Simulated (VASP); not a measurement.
# Sb: single point with PBEsol

Sb:

```xyz
2
Lattice="2.1606 1.2474 3.6968 -2.1606 1.2474 3.6968 0.0000 -2.4949 3.6968" Properties=species:S:1:pos:R:3 pbc="T T T"
Sb    0.0000    0.0000    2.6106
Sb    0.0000    0.0000    8.4798
```

```yaml
Program: VASP 6.6.1
Task: single point
Functional: PBEsol
Potentials_or_basis: VASP PAW PBE potentials, release 64 (Sb)
Cutoff: 520 eV
k_mesh: 9 × 9 × 9
Occupations: fermi-dirac, width 0.05 eV
Spin: no spin polarisation
```

| Quantity | Value |
| --- | --- |
| Pressure | 0.2 GPa |
| Largest force | 0.046 eV/Å |
| Band gap on the k mesh | 0.06 eV, indirect (least direct gap 0.45 eV) |

Forces in eV/Å, atoms in the order of the input:
```
Sb   0.000  0.000  0.046
Sb   0.000  0.000 -0.046
```

Levels at points of the mesh, in eV from the valence-band top:
```tsv
k point	band 2	band 3	band 4	band 5	band 6	band 7	band 8	band 9
(0.00, 0.00, 0.00)	-4.66	-1.91	-1.75	-1.75	2.33	2.86	2.86	5.02
```

It took 24 s on 1 thread of Intel(R) Xeon(R) 6975P-C (Granite Rapids), on a shared host, peak memory 0.22 GiB.

Caveat: the PAW data sets were made with another functional, which shifts forces and pressure a little; spin-orbit coupling is left out, which moves the levels of the heavy elements. A k mesh can miss the band edges.
